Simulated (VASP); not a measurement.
# Mo (Im-3m) in VASP: notebook

Mo is run at these levels: PBEsol; tasks: single point, relaxation of cell and atoms.

Everything below comes from runs of VASP 6.6.1. Logs are shortened: lines on timing, memory, paths and dates and some standing lists are left out, and cuts for length are marked.

## 1. The cell of the first run

It takes space group Im-3m (No. 229, cubic). The conventional cell has a = 3.127 Å, b = 3.127 Å, c = 3.127 Å, α = 90.00°, β = 90.00°, γ = 90.00°. Within 3.6 Å of Mo (site symmetry m-3m) lie 14 Mo at 2.71 to 3.13 Å.

## 2. Single point, PBEsol

Contents of INCAR:

```
SYSTEM = Mo
PREC = Accurate
ENCUT = 500
EDIFF = 1E-6
ISMEAR = 1
SIGMA = 0.05
LREAL = .FALSE.
LASPH = .TRUE.
NELM = 120
ALGO = Normal
ISIF = 2
LWAVE = .FALSE.
LCHARG = .FALSE.
GGA = PS
NBANDS = 13
GGA_COMPAT = .FALSE.
```

Contents of KPOINTS:

```
regular mesh
0
G
  10 10 10
  0 0 0
```

Contents of POSCAR:

```
Mo
1.0
    2.7079882269     -0.0000000150     -0.0000000260
   -0.9026627282      2.5531157898     -0.0000000260
   -0.9026627282     -1.2765578574      2.2110631544
Mo
1
Direct
    0.0000000000      0.0000000000      0.0000000000
```

Potentials or basis: VASP PAW PBE potentials, release 64 (Mo_sv).

On the command line:

```console
$ cat potpaw_PBE.64/Mo_sv/POTCAR > POTCAR
$ mpirun -np 1 vasp_std > vasp.out
```

OUTCAR:

```text
SYSTEM = Mo
   PREC = Accurate
   ENCUT = 500
   EDIFF = 1E-6
   ISMEAR = 1
   LREAL = .FALSE.
   LASPH = .TRUE.
   NELM = 120
   ISIF = 2
   GGA = PS

 ion  position               nearest neighbor table
   1  0.000  0.000  0.000-

  LATTYP: Found a body centered cubic cell.
 ALAT       =     3.1269154635

  Lattice vectors:

 A1 = (   2.7079882269,  -0.0000000150,  -0.0000000260)
 A2 = (  -0.9026627282,   2.5531157898,  -0.0000000260)
 A3 = (  -0.9026627282,  -1.2765578574,   2.2110631544)

Analysis of symmetry for initial positions (statically):
=====================================================================
 Subroutine PRICEL returns:
 Original cell was already a primitive cell.

 Routine SETGRP: Setting up the symmetry group for a
 body centered cubic supercell.

 Subroutine GETGRP returns: Found 48 space group operations
 (whereof 48 operations were pure point group operations)
 out of a pool of 48 trial point group operations.

The static configuration has the point symmetry O_h .

Analysis of symmetry for dynamics (positions and initial velocities):
=====================================================================
 Subroutine PRICEL returns:
 Original cell was already a primitive cell.

 Routine SETGRP: Setting up the symmetry group for a
 body centered cubic supercell.

 Subroutine GETGRP returns: Found 48 space group operations
 (whereof 48 operations were pure point group operations)
 out of a pool of 48 trial point group operations.

The dynamic configuration has the point symmetry O_h .

 Subroutine INISYM returns: Found 48 space group operations
 (whereof 48 operations are pure point group operations),
 and found     1 'primitive' translations

----------------------------------------------------------------------------------------

                                     Primitive cell

  volume of cell :      15.2869

  direct lattice vectors                    reciprocal lattice vectors
     2.707988227 -0.000000015 -0.000000026     0.369277827  0.130559428  0.226135555
    -0.902662728  2.553115790 -0.000000026     0.000000004  0.391678283  0.226135555
    -0.902662728 -1.276557857  2.211063154     0.000000004  0.000000006  0.452271121

  length of vectors
     2.707988227  2.707988227  2.707988227     0.452271121  0.452271121  0.452271121

  position of ions in fractional coordinates (direct lattice)
     0.000000000  0.000000000  0.000000000

  ion indices of the primitive-cell ions
   primitive index   ion index
                 1           1

----------------------------------------------------------------------------------------

 KPOINTS: regular mesh

Automatic generation of k-mesh.
 Grid dimensions read from file:
 generate k-points for:   10   10   10

 Generating k-lattice:

  Cartesian coordinates                     Fractional coordinates (reciprocal lattice)
     0.036927783  0.013055943  0.022613556     0.100000000 -0.000000000 -0.000000000
     0.000000000  0.039167828  0.022613556     0.000000000  0.100000000  0.000000000
     0.000000000  0.000000001  0.045227112     0.000000000  0.000000000  0.100000000

  Length of vectors
     0.045227112  0.045227112  0.045227112

  Shift w.r.t. Gamma in fractional coordinates (k-lattice)
     0.000000000  0.000000000  0.000000000

 Subroutine IBZKPT returns following result:
 ===========================================

 Found     47 irreducible k-points:

 Following reciprocal coordinates:
            Coordinates               Weight
  0.000000  0.000000  0.000000      1.000000
  0.100000 -0.000000  0.000000     12.000000
  0.200000 -0.000000  0.000000     12.000000
  0.300000  0.000000  0.000000     12.000000
  0.400000  0.000000  0.000000     12.000000
  0.500000 -0.000000  0.000000      6.000000
[... 16 lines left out ...]
  0.300000  0.300000  0.100000      8.000000
 -0.300000  0.300000  0.100000     24.000000
 [... further k-points ...]
   k-points           NKPTS =     47   k-points in BZ     NKDIM =     47   number of bands    NBANDS=     13
   number of dos      NEDOS =    301   number of ions     NIONS =      1
   total plane-waves  NPLWV =   8000
   dimension x,y,z NGX =    20 NGY =   20 NGZ =   20
   dimension x,y,z NGXF=    40 NGYF=   40 NGZF=   40
   ions per type =               1
   NGX,Y,Z   is equivalent  to a cutoff of  12.28, 12.28, 12.28 a.u.
   NGXF,Y,Z  is equivalent  to a cutoff of  24.56, 24.56, 24.56 a.u.
 SYSTEM =  Mo
   PREC   = accura    normal or accurate (medium, high low for compatibility)
   ISTART =      0    job   : 0-new  1-cont  2-samecut
   ICHARG =      2    charge: 1-file 2-atom 10-const
   ISPIN  =      1    spin polarized calculation?
   LNONCOLLINEAR =      F non collinear calculations
   LSORBIT =      F    spin-orbit coupling
   LASPH  =      T    aspherical Exc in radial PAW
   ENCUT  =  500.0 eV  36.75 Ry    6.06 a.u.   4.94  4.94  4.94*2*pi/ulx,y,z
   NELM   =    120;   NELMIN=  2; NELMDL= -5     # of ELM steps
   EDIFF  = 0.1E-05   stopping-criterion for ELM
   LREAL  =      F    real-space projection
   EDIFFG = 0.1E-04   stopping-criterion for IOM
   NSW    =      0    number of steps for IOM
   IBRION =     -1    ionic relax: 0-MD 1-quasi-New 2-CG
   NFREE  =      0    steps in history (QN), initial steepest desc. (CG)
   ISIF   =      2    stress and relaxation
   ISYM   =      2    0-nonsym 1-usesym 2-fastsym
   POTIM  = 0.5000    time-step for ionic-motion
   TEBEG  =    0.0;   TEEND  =   0.0 temperature during run
   PSTRESS=    0.0 pullay stress
   NELECT =      14.0000    total number of electrons
   NUPDOWN=      -1.0000    fix difference up-down
   EMIN   =  10.00;   EMAX   =-10.00  energy-range for DOS
   EFERMI =   0.00;   METHOD = LEGACY
   ISMEAR =     1;   SIGMA  =   0.05  broadening in eV -4-tet -1-fermi 0-gaus
   EFERMI_NEDOS =   21; number of points for ismear=-14 and -15
   IALGO  =     38    algorithm
   IMIX   =      4    mixing-type and parameters
     AMIX     =   0.40;   BMIX     =  1.00
     AMIX_MAG =   1.60;   BMIX_MAG =  1.00
  volume/ion in A,a.u.               =      15.29       103.16
  Fermi-wavevector in a.u.,A,eV,Ry     =   1.589808  3.004302 34.388586  2.527490
  Thomas-Fermi vector in A             =   2.688600
   LORBIT       =      0    0 simple, 1 ext, 2 COOP (PROOUT), +10 PAW based schemes
   GGA     = PS    functional components
   LHFCALC =     F    Hartree Fock is set to
   AEXX    =    0.0000 exact exchange contribution
   IVDW    =     0    specifies the selected vdW correction
   LEPSILON=     F    determine dielectric tensor
   LRPA    =     F    only Hartree local field effects (RPA)
 non-spin polarized calculation
 Methfessel and Paxton  Order N= 1 SIGMA  =   0.05
  energy-cutoff  :      500.00
  volume of cell :       15.29
 maximum number of plane-waves:       402
   NGX =  9   NGY =  9   NGZ =  9

 number of electron      13.9999997 magnetization

 Free energy of the ion-electron system (eV)
  ---------------------------------------------------
  ext. energy  EPLUGINS =         0.00000000
  ---------------------------------------------------
  free energy    TOTEN  =       -11.76276914 eV

  energy without entropy =      -11.76249232  energy(sigma->0) =      -11.76267687

 E-fermi :  12.9534     XC(G=0): -13.6509

 val. band max:       12.9359072595   @ k =  -0.2000   0.2000   0.1000
 cond. band min:      12.9603617567   @ k =  -0.2000   0.2000   0.2000
 fundamental gap:      0.0244544972
 Fermi energy:        12.9533801839

 k-point     1 :       0.0000    0.0000    0.0000
  band No.  band energies     occupation
      1     -48.3382      2.00000
      2     -21.5736      2.00000
      3     -21.5736      2.00000
      4     -21.5736      2.00000
      5       5.4684      2.00000
      6      11.4333      2.00000
      7      11.4333      2.00000
      8      11.4333      2.00000
      9      14.5324      0.00000
     10      14.5324      0.00000
     11      27.6650      0.00000
     12      27.6650      0.00000
     13      27.6650      0.00000

 k-point     2 :       0.1000   -0.0000    0.0000
  band No.  band energies     occupation
      1     -48.3109      2.00000
      2     -21.7286      2.00000
      3     -21.6212      2.00000
      4     -21.5749      2.00000
      5       5.9131      2.00000
      6      11.1820      2.00000
      7      11.3788      2.00000
      8      11.8604      2.00000
      9      14.1978      0.00000
     10      14.5413      0.00000
     11      27.9814      0.00000
     12      28.4248      0.00000
     13      28.5239      0.00000

 k-point     3 :       0.2000   -0.0000    0.0000
  band No.  band energies     occupation
      1     -48.2388      2.00000
      2     -22.1229      2.00000
      3     -21.7440      2.00000
      4     -21.5783      2.00000
      5       6.9859      2.00000
      6      10.5869      2.00000
      7      11.1736      2.00000
      8      13.0834     -0.00146
      9      13.9072     -0.00000
     10      14.6152      0.00000
     11      28.1789      0.00000
     12      29.6251      0.00000
     13      30.5188      0.00000

 k-point     4 :       0.3000    0.0000    0.0000
  band No.  band energies     occupation
      1     -48.1484      2.00000
      2     -22.5902      2.00000
      3     -21.8925      2.00000
      4     -21.5826      2.00000
      5       7.6818      2.00000
      6       9.9463      2.00000
      7      11.6483      2.00000
      8      14.1882      0.00000
      9      14.8169      0.00000
     10      14.9021      0.00000
     11      26.9469      0.00000
     12      28.3227      0.00000
     13      33.5425      0.00000

 k-point     5 :       0.4000    0.0000    0.0000
  band No.  band energies     occupation
      1     -48.0741      2.00000
      2     -22.9539      2.00000
      3     -22.0100      2.00000
      4     -21.5862      2.00000
      5       7.5081      2.00000
      6       9.4852      2.00000
      7      13.3012     -0.00000
      8      14.6184      0.00000
      9      15.0913      0.00000
     10      16.8352      0.00000
     11      25.4233      0.00000
     12      25.9875      0.00000
     13      31.9154      0.00000
[... 257 lines left out ...]
 k-point    22 :      -0.2000    0.2000    0.1000
  band No.  band energies     occupation
      1     -48.2142      2.00000
      2     -22.1253      2.00000
      3     -21.7946      2.00000
      4     -21.6963      2.00000
      5       7.3778      2.00000
      6      10.9736      2.00000
      7      11.2222      2.00000
      8      12.8196      2.00102
      9      12.9359      1.55334
     10      15.2698      0.00000
     11      29.0291      0.00000
     12      29.8048      0.00000
     13      31.0543      0.00000

 k-point    23 :       0.3000    0.3000    0.1000
  band No.  band energies     occupation
      1     -48.0217      2.00000
      2     -22.5459      2.00000
      3     -22.5459      2.00000
      4     -21.9060      2.00000
      5       9.0395      2.00000
      6      10.5898      2.00000
      7      10.5898      2.00000
      8      15.2079      0.00000
      9      15.2079      0.00000
     10      22.8704      0.00000
     11      23.6511      0.00000
     12      23.6511      0.00000
     13      27.8444      0.00000

 k-point    24 :      -0.3000    0.3000    0.1000
  band No.  band energies     occupation
      1     -48.1263      2.00000
      2     -22.5685      2.00000
      3     -21.9456      2.00000
      4     -21.6950      2.00000
      5       8.0771      2.00000
      6      10.3745      2.00000
      7      11.1131      2.00000
      8      13.3809     -0.00000
      9      14.7647      0.00000
     10      15.5912      0.00000
     11      27.2094      0.00000
     12      28.9484      0.00000
     13      33.0656      0.00000

 [... further k-points ...]

------------------------ aborting loop because EDIFF is reached ----------------------------------------

  FORCE on cell =-STRESS in cart. coord.  units (eV):
  Direction    XX          YY          ZZ          XY          YZ          ZX
  --------------------------------------------------------------------------------------
  -------------------------------------------------------------------------------------
  Total        0.0559534      0.0559534      0.0559534     -0.0000000     -0.0000000     -0.0000000
  in kB        5.8643353      5.8643353      5.8643353     -0.0000000     -0.0000000     -0.0000000
  external PRESSURE =       5.8643353 kB  Pullay stress =       0.0000000 kB

 VOLUME and BASIS-vectors are now :
 -----------------------------------------------------------------------------
  energy-cutoff  :      500.00
  volume of cell :       15.29
      direct lattice vectors                 reciprocal lattice vectors
     2.707988227 -0.000000015 -0.000000026     0.369277827  0.130559428  0.226135555
    -0.902662728  2.553115790 -0.000000026     0.000000004  0.391678283  0.226135555
    -0.902662728 -1.276557857  2.211063154     0.000000004  0.000000006  0.452271121

 POSITION                                       TOTAL-FORCE (eV/Angst)
 -----------------------------------------------------------------------------------
      0.00000      0.00000      0.00000         0.000000      0.000000      0.000000
 -----------------------------------------------------------------------------------
    total drift:                               -0.000000      0.000000     -0.000000

  FREE ENERGIE OF THE ION-ELECTRON SYSTEM (eV)
  ---------------------------------------------------
  free  energy   TOTEN  =       -11.7627691409 eV

  energy  without entropy=      -11.7624923173  energy(sigma->0) =      -11.76267687
```

It took 4.5 s on 1 thread of AMD EPYC 9R45 (Zen 5), shared host; peak memory 0.1 GiB.

Results:

- Free energy: -11.7628 eV
- Pressure: 0.6 GPa
- Band gap on the k mesh: zero (band 7 reaches 16.99 eV, above the bottom of band 8 at 11.43 eV)

Levels at points of the mesh, in eV from the Fermi level:
```
           k point  band 3  band 4  band 5  band 6  band 7  band 8  band 9  band 10  band 11  band 12
(0.00, 0.00, 0.00)  -34.53  -34.53   -7.48   -1.52   -1.52   -1.52    1.58     1.58    14.71    14.71
(0.50, 0.00, 0.00)  -35.01  -34.54   -5.61   -3.63    1.57    1.63    2.28     4.84    11.85    11.87
(0.50, 0.50, 0.50)  -35.57  -35.57   -5.76   -5.76    4.04    4.04    4.04     9.07     9.07     9.07
```

Caveat: the PAW data sets were made with another functional, which shifts forces and pressure a little.

## 3. Relaxation of cell and atoms, PBEsol

This run uses another cell than the first one, of 15.58 Å³/atom, 1.019 times its volume.

Contents of INCAR:

```
ALGO = Normal
EDIFF = 1E-7
EDIFFG = -0.02
ENCUT = 500
GGA = PS
GGA_COMPAT = False
IBRION = 2
ISIF = 3
ISMEAR = 1
LASPH = True
LCHARG = False
LREAL = False
LWAVE = False
NELM = 120
NELMIN = 4
NSW = 60
PREC = Accurate
SIGMA = 0.05
```

Contents of KPOINTS:

```
k-points
0
Gamma
  10 10 10
```

Contents of POSCAR:

```
Mo
1.0
    2.7252350000      0.0000000000      0.0000000000
   -0.9084116382      2.5693762085      0.0000000000
   -0.9084116382     -1.2846880439      2.2251451033
Mo
1
Direct
    0.0000000000      0.0000000000      0.0000000000
```

Potentials or basis: VASP PAW PBE potentials, release 64 (Mo_sv).

On the command line:

```console
$ cat potpaw_PBE.64/Mo_sv/POTCAR > POTCAR
$ mpirun -np 1 vasp_std > vasp.out
```

It took 10 s on 1 thread of AMD EPYC 9R45 (Zen 5), shared host; peak memory 0.1 GiB.

It converged, with:

* Free energy: -11.7629 eV
* Relaxed volume: 15.32 Å³/atom
* Relaxed cell: a = 2.710 Å, b = 2.710 Å, c = 2.710 Å, α = 109.47°, β = 109.47°, γ = 109.47°
* Space group after relaxing (to 0.05 Å): Im-3m (No. 229)
* Energy gained by relaxing: 3.9 meV/atom
* Ionic steps: 3
* Pressure after relaxing: -0.1 GPa
* Band gap on the k mesh: zero (band 7 reaches 16.93 eV, above the bottom of band 8 at 11.40 eV)

The path:
| step | energy change (eV) | largest force (eV/Å) | pressure (GPa) | volume (Å³) |
| --- | --- | --- | --- | --- |
| 1 | 0.0000 | 0.0000 | -4.67 | 15.58 |
| 2 | 0.0306 | 0.0000 | 15.49 | 14.58 |
| 3 | -0.0039 | 0.0000 | -0.11 | 15.32 |

Final structure:
```
CELL_PARAMETERS angstrom
2.71024 0.00000 0.00000
-0.90341 2.55524 0.00000
-0.90341 -1.27762 2.21290
ATOMIC_POSITIONS crystal
Mo 0.00000 0.00000 0.00000
```

Levels at points of the mesh, in eV from the Fermi level:
```csv
k point,band 5,band 6,band 7,band 8,band 9,band 10
"(0.00, 0.00, 0.00)",-7.48,-1.52,-1.52,-1.52,1.57,1.57
"(0.50, 0.00, 0.00)",-5.59,-3.62,1.56,1.62,2.27,4.82
"(0.50, 0.50, 0.50)",-5.74,-5.74,4.02,4.02,4.02,9.05
```

Caveat: the PAW data sets were made with another functional, which shifts forces and pressure a little.
